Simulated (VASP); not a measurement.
Runs of VASP 6.6.1 on Se. The structure is that of space group Pm-3m (No. 221), or close to it. The cells are those of the table. 

```tsv
task	cell	k mesh	cutoff (eV)	gap on the mesh (eV)	pressure (GPa)
single point	a = 2.965 Å, 1 atom	12 × 12 × 12	520	none	-5.5
single point	a = 2.817 Å, 1 atom	12 × 12 × 12	520	none	3.0
single point	a = 2.855 Å, 1 atom	11 × 11 × 11	520	none	0.0
single point	a = 2.777 Å, 1 atom	12 × 12 × 12	520	none	6.6
relaxation of cell and atoms	relaxed from a = 2.866 Å, 1 atom	11 × 11 × 11	600	none	0.0
single point	a = 2.736 Å, 1 atom	12 × 12 × 12	520	none	(a)
single point	a = 2.893 Å, 1 atom	12 × 12 × 12	520	none	(b)
```

Alike in all rows: level RPBE; potentials or basis VASP PAW PBE potentials, release 64 (Se); no spin polarisation; smearing fermi-dirac 0.1 eV.

Question: Estimate the missing entries.

Answer: (a) 11.2; (b) -2.2.

Caveats: the PAW data sets were made with another functional, which shifts forces and pressure a little.

A k mesh can miss the band edges, and the runs leave out spin-orbit coupling on Se.

A gap of «none» marks levels without a gap at the run's occupations.
